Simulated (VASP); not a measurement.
Here is a VASP 6.6.1 calculation.

INCAR

```
SYSTEM = InP
  ALGO = Normal
  EDIFF = 1E-6
  ENCUT = 520
  GGA = PE
  ISIF = 2
  ISMEAR = 0
  LASPH = .True.
  LCHARG = .False.
  LREAL = .False.
  LWAVE = .False.
  NBANDS = 16
  NELM = 60
  PREC = Accurate
  SIGMA = 0.05
```

The input KPOINTS:

```
k-points
0
Gamma
  10 10 10
  0 0 0
```

File POSCAR:

```
InP
1.0
    0.0000000000      3.0188833697      3.0188833697
    3.0188833697      0.0000000000      3.0188833697
    3.0188833697      3.0188833697      0.0000000000
In P
1 1
Direct
    0.0000000000      0.0000000000      0.0000000000
    0.7500000000      0.7500000000      0.7500000000
```

Potentials or basis: VASP PAW PBE potentials, release 64 (In_d, P).

Launch:

```bash
$ cat potpaw_PBE.64/In_d/POTCAR potpaw_PBE.64/P/POTCAR > POTCAR
$ mpirun -np 1 vasp_std > vasp.out
```

(1) Predict the pressure.

(2) Predict the band gap on the k mesh.

## Answers

(1) -2.2 GPa.

(2) 0.23 eV.

Caveat: spin-orbit coupling is left out, which moves the levels of the heavy elements.
